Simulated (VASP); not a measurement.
# Pd (Fd-3m) in VASP: further runs

Pd is run at these levels: LDA; tasks: single point.

Everything below comes from runs of VASP 6.6.1. Logs are shortened: lines on timing, memory, paths and dates and some standing lists are left out, and cuts for length are marked.

## 1. The cell of the first run

Symmetry: Fd-3m, No. 227, cubic system. The conventional cell has a = 5.355 Å, b = 5.355 Å, c = 5.355 Å, α = 90.00°, β = 90.00°, γ = 90.00°. Pd (site symmetry -43m) has 4 Pd at 2.32 Å within 3.1 Å.

## 2. Single point, LDA

Input file INCAR:

```
PREC = Accurate
ENCUT = 520
EDIFF = 1E-7
ISMEAR = 1
SIGMA = 0.1
LREAL = False
LASPH = True
NELM = 60
ALGO = Normal
ISIF = 2
LWAVE = False
LCHARG = False
NBANDS = 17
```

Input file KPOINTS:

```
Automatic mesh
0
Gamma
  13 13 13
```

Input file POSCAR:

```
Pd
1.0
    0.0000000000      2.6774286516      2.6774286516
    2.6774286516      0.0000000000      2.6774286516
    2.6774286516      2.6774286516      0.0000000000
Pd
2
Direct
    0.0000000000      0.0000000000      0.0000000000
    0.2500000000      0.2500000000      0.2500000000
```

Potentials or basis: VASP PAW LDA potentials, release 64 (Pd).

Command:

```bash
$ cat potpaw_LDA.64/Pd/POTCAR > POTCAR
$ mpirun -np 1 vasp_std > vasp.out
```

OUTCAR:

```text
PREC = Accurate
   ENCUT = 520
   EDIFF = 1E-7
   ISMEAR = 1
   LREAL = False
   LASPH = True
   NELM = 60
   ISIF = 2

 ion  position               nearest neighbor table
   1  0.000  0.000  0.000-   2 2.32   2 2.32   2 2.32   2 2.32
   2  0.250  0.250  0.250-   1 2.32   1 2.32   1 2.32   1 2.32

  LATTYP: Found a face centered cubic cell.
 ALAT       =     5.3548573032

  Lattice vectors:

 A1 = (   0.0000000000,   2.6774286516,   2.6774286516)
 A2 = (   2.6774286516,   0.0000000000,   2.6774286516)
 A3 = (   2.6774286516,   2.6774286516,   0.0000000000)

Analysis of symmetry for initial positions (statically):
=====================================================================
 Subroutine PRICEL returns:
 Original cell was already a primitive cell.

 Routine SETGRP: Setting up the symmetry group for a
 face centered cubic supercell.

 Subroutine GETGRP returns: Found 48 space group operations
 (whereof 24 operations were pure point group operations)
 out of a pool of 48 trial point group operations.

The static configuration has the point symmetry T_d .
 The point group associated with its full space group is O_h .

Analysis of symmetry for dynamics (positions and initial velocities):
=====================================================================
 Subroutine PRICEL returns:
 Original cell was already a primitive cell.

 Routine SETGRP: Setting up the symmetry group for a
 face centered cubic supercell.

 Subroutine GETGRP returns: Found 48 space group operations
 (whereof 24 operations were pure point group operations)
 out of a pool of 48 trial point group operations.

The dynamic configuration has the point symmetry T_d .
 The point group associated with its full space group is O_h .

 Subroutine INISYM returns: Found 48 space group operations
 (whereof 24 operations are pure point group operations),
 and found     1 'primitive' translations

----------------------------------------------------------------------------------------

                                     Primitive cell

  volume of cell :      38.3870

  direct lattice vectors                    reciprocal lattice vectors
     0.000000000  2.677428652  2.677428652    -0.186746340  0.186746340  0.186746340
     2.677428652  0.000000000  2.677428652     0.186746340 -0.186746340  0.186746340
     2.677428652  2.677428652  0.000000000     0.186746340  0.186746340 -0.186746340

  length of vectors
[... 75 lines left out ...]
   ICHARG =      2    charge: 1-file 2-atom 10-const
   ISPIN  =      1    spin polarized calculation?
   LNONCOLLINEAR =      F non collinear calculations
   LSORBIT =      F    spin-orbit coupling
   LASPH  =      T    aspherical Exc in radial PAW
   ENCUT  =  520.0 eV  38.22 Ry    6.18 a.u.   7.04  7.04  7.04*2*pi/ulx,y,z
   NELM   =     60;   NELMIN=  2; NELMDL= -5     # of ELM steps
   EDIFF  = 0.1E-06   stopping-criterion for ELM
   LREAL  =      F    real-space projection
   EDIFFG = 0.1E-05   stopping-criterion for IOM
   NSW    =      0    number of steps for IOM
   IBRION =     -1    ionic relax: 0-MD 1-quasi-New 2-CG
   NFREE  =      0    steps in history (QN), initial steepest desc. (CG)
   ISIF   =      2    stress and relaxation
   ISYM   =      2    0-nonsym 1-usesym 2-fastsym
   POTIM  = 0.5000    time-step for ionic-motion
   TEBEG  =    0.0;   TEEND  =   0.0 temperature during run
   PSTRESS=    0.0 pullay stress
   NELECT =      20.0000    total number of electrons
   NUPDOWN=      -1.0000    fix difference up-down
   EMIN   =  10.00;   EMAX   =-10.00  energy-range for DOS
   EFERMI =   0.00;   METHOD = LEGACY
   ISMEAR =     1;   SIGMA  =   0.10  broadening in eV -4-tet -1-fermi 0-gaus
   EFERMI_NEDOS =   21; number of points for ismear=-14 and -15
   IALGO  =     38    algorithm
   IMIX   =      4    mixing-type and parameters
     AMIX     =   0.40;   BMIX     =  1.00
     AMIX_MAG =   1.60;   BMIX_MAG =  1.00
  volume/ion in A,a.u.               =      19.19       129.52
  Fermi-wavevector in a.u.,A,eV,Ry     =   1.317317  2.489368 23.610513  1.735324
  Thomas-Fermi vector in A             =   2.447367
   LORBIT       =      0    0 simple, 1 ext, 2 COOP (PROOUT), +10 PAW based schemes
   GGA     = CA    functional components
   LHFCALC =     F    Hartree Fock is set to
   AEXX    =    0.0000 exact exchange contribution
   IVDW    =     0    specifies the selected vdW correction
   LEPSILON=     F    determine dielectric tensor
   LRPA    =     F    only Hartree local field effects (RPA)
 non-spin polarized calculation
 Methfessel and Paxton  Order N= 1 SIGMA  =   0.10
  energy-cutoff  :      520.00
  volume of cell :       38.39
 maximum number of plane-waves:      1046
   NGX = 15   NGY = 15   NGZ = 15

 number of electron      20.0000009 magnetization

 Free energy of the ion-electron system (eV)
  ---------------------------------------------------
  ext. energy  EPLUGINS =         0.00000000
  ---------------------------------------------------
  free energy    TOTEN  =        -9.87810710 eV

  energy without entropy =       -9.87493324  energy(sigma->0) =       -9.87704915

 E-fermi :   6.5339     XC(G=0): -11.6250

 val. band max:        6.5287939859   @ k =  -0.3846   0.4615   0.1538
 cond. band min:       6.5419244670   @ k =  -0.3077   0.3846   0.0769
 fundamental gap:      0.0131304811
 Fermi energy:         6.5339443984

 k-point     1 :       0.0000    0.0000    0.0000
  band No.  band energies     occupation
      1       0.5715      2.00000
      2       1.7828      2.00000
      3       1.7828      2.00000
      4       2.1059      2.00000
      5       2.1059      2.00000
      6       2.1059      2.00000
[... 457 lines left out ...]
      4       2.4050      2.00000
      5       2.7141      2.00000
      6       2.8241      2.00000
[... 9 lines left out ...]
     16      22.0025      0.00000
     17      22.3809      0.00000

 [... further k-points ...]
[... 5 lines left out ...]
  --------------------------------------------------------------------------------------
  -------------------------------------------------------------------------------------
  Total        4.5677750      4.5677750      4.5677750     -0.0000000      0.0000000     -0.0000000
  in kB      190.6476995    190.6476995    190.6476995     -0.0000000      0.0000000     -0.0000000
  external PRESSURE =     190.6476995 kB  Pullay stress =       0.0000000 kB

 VOLUME and BASIS-vectors are now :
 -----------------------------------------------------------------------------
  energy-cutoff  :      520.00
  volume of cell :       38.39
      direct lattice vectors                 reciprocal lattice vectors
     0.000000000  2.677428652  2.677428652    -0.186746340  0.186746340  0.186746340
     2.677428652  0.000000000  2.677428652     0.186746340 -0.186746340  0.186746340
     2.677428652  2.677428652  0.000000000     0.186746340  0.186746340 -0.186746340

 POSITION                                       TOTAL-FORCE (eV/Angst)
 -----------------------------------------------------------------------------------
      0.00000      0.00000      0.00000        -0.000000     -0.000000     -0.000000
      1.33871      1.33871      1.33871         0.000000      0.000000      0.000000
 -----------------------------------------------------------------------------------
    total drift:                                0.000000      0.000000      0.000000

  FREE ENERGIE OF THE ION-ELECTRON SYSTEM (eV)
  ---------------------------------------------------
  free  energy   TOTEN  =        -9.8781071042 eV

  energy  without entropy=       -9.8749332449  energy(sigma->0) =       -9.87704915
```

OSZICAR:

```text
N       E                     dE             d eps       ncg     rms          rms(c)
DAV:   1     0.111345940266E+03    0.11135E+03   -0.98174E+03  2856   0.109E+03
DAV:   2    -0.833797569799E+01   -0.11968E+03   -0.11250E+03  3018   0.246E+02
DAV:   3    -0.102897032891E+02   -0.19517E+01   -0.19434E+01  3444   0.357E+01
DAV:   4    -0.103093108594E+02   -0.19608E-01   -0.19606E-01  3489   0.334E+00
DAV:   5    -0.103097804864E+02   -0.46963E-03   -0.46962E-03  3540   0.540E-01    0.131E+01
DAV:   6    -0.993391854138E+01    0.37586E+00   -0.13497E+00  3361   0.960E+00    0.771E+00
DAV:   7    -0.989244686691E+01    0.41472E-01   -0.40362E-02  3242   0.173E+00    0.393E+00
DAV:   8    -0.987807570212E+01    0.14371E-01   -0.74742E-03  3642   0.617E-01    0.124E-01
DAV:   9    -0.987809979025E+01   -0.24088E-04   -0.20809E-04  3321   0.102E-01    0.583E-02
DAV:  10    -0.987810743244E+01   -0.76422E-05   -0.16772E-05  3545   0.314E-02    0.117E-02
DAV:  11    -0.987810711794E+01    0.31450E-06   -0.60186E-07  3532   0.577E-03    0.186E-03
DAV:  12    -0.987810710421E+01    0.13735E-07   -0.20551E-08  1730   0.119E-03
   1 F= -.98781071E+01 E0= -.98770492E+01  d E =-.317386E-02
```

Wall time 19 s (1 thread of Intel Xeon 6975P-C (Granite Rapids), shared host); peak memory 0.17 GiB.

What came out:

```yaml
Free_energy: -9.8781 eV
Pressure: 19.1 GPa
Band_gap_on_the_k_mesh: zero (band 10 reaches 6.68 eV, above the bottom of band 11 at 6.11 eV)
```

## 3. Single point, LDA

This run uses another cell than the first one, of 20.34 Å³/atom, 1.060 times its volume.

Input file INCAR:

```
SYSTEM = Pd
  PREC = Accurate
  ENCUT = 520
  EDIFF = 1E-6
  ISMEAR = 1
  SIGMA = 0.1
  LREAL = .False.
  LASPH = .True.
  NELM = 100
  ALGO = Normal
  ISIF = 2
  LWAVE = .False.
  LCHARG = .False.
  NBANDS = 17
```

Input file KPOINTS:

```
regular mesh
0
Gamma
  13 13 13
  0 0 0
```

Input file POSCAR:

```
Pd
1.0
    0.0000000000      2.7297868399      2.7297868399
    2.7297868399      0.0000000000      2.7297868399
    2.7297868399      2.7297868399      0.0000000000
Pd
2
Direct
    0.0000000000      0.0000000000      0.0000000000
    0.2500000000      0.2500000000      0.2500000000
```

Potentials or basis: VASP PAW LDA potentials, release 64 (Pd).

Command:

```bash
$ cat potpaw_LDA.64/Pd/POTCAR > POTCAR
$ mpirun -np 1 vasp_std > vasp.out
```

Run time: 27 s. Hardware: 1 thread of Intel Xeon 6975P-C (Granite Rapids), shared host; peak memory 0.17 GiB.

It converged, with:

| Property | Result |
| --- | --- |
| Free energy | -10.0803 eV |
| Pressure | 9.5 GPa |
| Band gap on the k mesh | zero (band 10 reaches 5.87 eV, above the bottom of band 11 at 5.35 eV) |

Levels at points of the mesh, in eV from the Fermi level:
```tsv
k point	band 6	band 7	band 8	band 9	band 10	band 11	band 12	band 13	band 14	band 15
(0.00, 0.00, 0.00)	-4.09	-1.74	-1.74	-1.74	-0.15	-0.15	12.92	12.92	12.92	13.01
```

## 4. Single point, LDA

This run uses another cell than the first one, of 22.08 Å³/atom, 1.150 times its volume.

Input file INCAR:

```
  PREC = Accurate
  ENCUT = 520
  EDIFF = 1E-7
  ISMEAR = 1
  SIGMA = 0.1
  LREAL = False
  LASPH = True
  NELM = 60
  ALGO = Normal
  ISIF = 2
  LWAVE = False
  LCHARG = True
  GGA = CA
  LELF = True
  LVHAR = True
  NBANDS = 17
```

Input file KPOINTS:

```
regular mesh
0
Gamma
  13 13 13
```

Input file POSCAR:

```
Pd
1.0
    0.0000000000      2.8052541114      2.8052541114
    2.8052541114      0.0000000000      2.8052541114
    2.8052541114      2.8052541114      0.0000000000
Pd
2
Direct
    0.0000000000      0.0000000000      0.0000000000
    0.2500000000      0.2500000000      0.2500000000
```

Command:

```bash
$ cat potpaw_LDA.64/Pd/POTCAR > POTCAR
$ mpirun -np 1 vasp_std > vasp.out
```

It took 29 s on 1 thread of Intel Xeon 6975P-C (Granite Rapids), shared host; peak memory 0.18 GiB.

Results (log left out):

| Property | Result |
| --- | --- |
| Free energy | -10.1726 eV |
| Pressure | -0.2 GPa |
| Band gap on the k mesh | zero (band 10 reaches 4.84 eV, above the bottom of band 11 at 4.37 eV) |

Levels at points of the mesh, in eV from the Fermi level:
```csv
k point,band 8,band 9,band 10,band 11,band 12,band 13
"(0.00, 0.00, 0.00)",-1.53,-1.53,-0.14,-0.14,12.32,12.32
```

## 5. Overview

```tsv
cell	gap on the mesh (eV)	pressure (GPa)
a = 3.786 Å, angles 60.0°, 2 atoms	none	19.1
a = 3.861 Å, angles 60.0°, 2 atoms	none	9.5
a = 3.967 Å, angles 60.0°, 2 atoms	none	-0.2
```

Alike in all rows: task single point; level LDA; potentials or basis VASP PAW LDA potentials, release 64 (Pd); no spin polarisation; k mesh 13 × 13 × 13; cutoff (eV) 520; smearing methfessel-paxton 0.1 eV.

Absolute energies hang on the potentials; compare differences alone.
